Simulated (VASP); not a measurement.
Wanted: the native input for a VASP 6.6.1 run.

```yaml
Task: single point
Functional: PBE
Dispersion: D3(BJ)
Potentials_or_basis: VASP PAW PBE potentials, release 64 (Si, O)
Cutoff: 520 eV
k_mesh: 2 × 2 × 2
Occupations: fermi-dirac, width 0.02 eV
Spin: no spin polarisation
Dipole_correction: no
Further_INCAR_settings: LREAL = Auto; ALGO = Normal; EDIFF = 1e-06; NBANDS = 116
```

The structure of Si12O23 (a cell with a defect) lies in POSCAR:

```
Si12O23
1.0
   -2.4984000000      4.3273560000      5.4576000000
    4.9968000000      0.0000000000      5.4576000000
    4.9968000000      8.6547110000      0.0000000000
Si O
12 23
Direct
    0.7426581111      0.2525958394      0.1444074801
    0.1778611843      0.1252020669      0.1884020312
    0.5938382710      0.0711001109      0.9721245790
    0.7227241221      0.2658392330      0.6403971557
    0.1596307134      0.1674469351      0.6578719846
    0.5814834337      0.0735303922      0.4704467093
    0.2398439009      0.7987031814      0.3501998378
    0.6663286003      0.6704757979      0.4079130052
    0.0961794697      0.5564735567      0.2097709962
    0.2416652943      0.7600463967      0.8702557728
    0.6778462165      0.6659035716      0.9059981228
    0.0941561327      0.5963085641      0.6829979340
    0.9763706124      0.1802787627      0.1358489829
    0.3575507601      0.0930129184      0.0414717816
    0.1220015238      0.6755279049      0.0376524045
    0.1872558308      1.3182949118      0.2312488673
    0.6898129447      0.1018117365      0.0845229437
    0.9623846168      0.2161795206      0.6027714449
    0.3456935719      0.0840194865      0.5329910437
    0.1114835888      0.7557383074      0.5223271542
    0.1500222336      0.9971861932      0.8139365838
    0.1888599968      0.3689158545      0.6716744806
    0.6632195048      0.1111786955      0.5882882966
    0.4757321268      0.7431033587      0.3411917311
    0.8608508955      0.5929072411      0.2873999997
    0.6195932485      0.2415437282      0.3153246944
    0.6367834398      0.4916137637      0.5570833354
    0.6962645231      0.8553032291      0.4459630713
    0.2092957997      0.6426380041      0.2798834267
    0.4748303594      0.7201978211      0.8576662772
    0.8617424349      0.6166039926      0.7684184128
    0.6298643742      0.2388850678      0.8165354675
    0.6830384114      0.4775517091      0.0487573923
    0.6979988591      0.8524814180      0.9466385217
    0.2178768030      0.6419921787      0.7691725772
```

One way to write it, as run:

INCAR

```
SYSTEM = Si12O23
PREC = Accurate ; ENCUT = 520
EDIFF = 1E-6 ; ISMEAR = -1
SIGMA = 0.02 ; LREAL = Auto
LASPH = .TRUE. ; NELM = 120
ALGO = Normal ; ISIF = 2
LWAVE = .FALSE. ; LCHARG = .FALSE.
GGA = PE ; IVDW = 12
NBANDS = 116 ; GGA_COMPAT = .FALSE.
```

KPOINTS

```
Automatic mesh
0
G
  2 2 2
  0 0 0
```

Potentials or basis: VASP PAW PBE potentials, release 64 (Si, O).

Run with:

```sh
$ cat potpaw_PBE.64/Si/POTCAR potpaw_PBE.64/O/POTCAR > POTCAR
$ mpirun -np 1 vasp_std > vasp.out
```

It gave:

The pressure is -1.8 GPa, the largest force is 0.055 eV/Å and the band gap on the k mesh is 5.46 eV. The dispersion energy per atom is -0.135 eV.

Caveat: the k points lie up to 0.46 Å⁻¹ apart.

It took 15 min on 1 thread of Intel(R) Xeon(R) Platinum 8259CL CPU @ 2.50GHz (Skylake/Cascade Lake), on a shared host, peak memory 0.66 GiB.
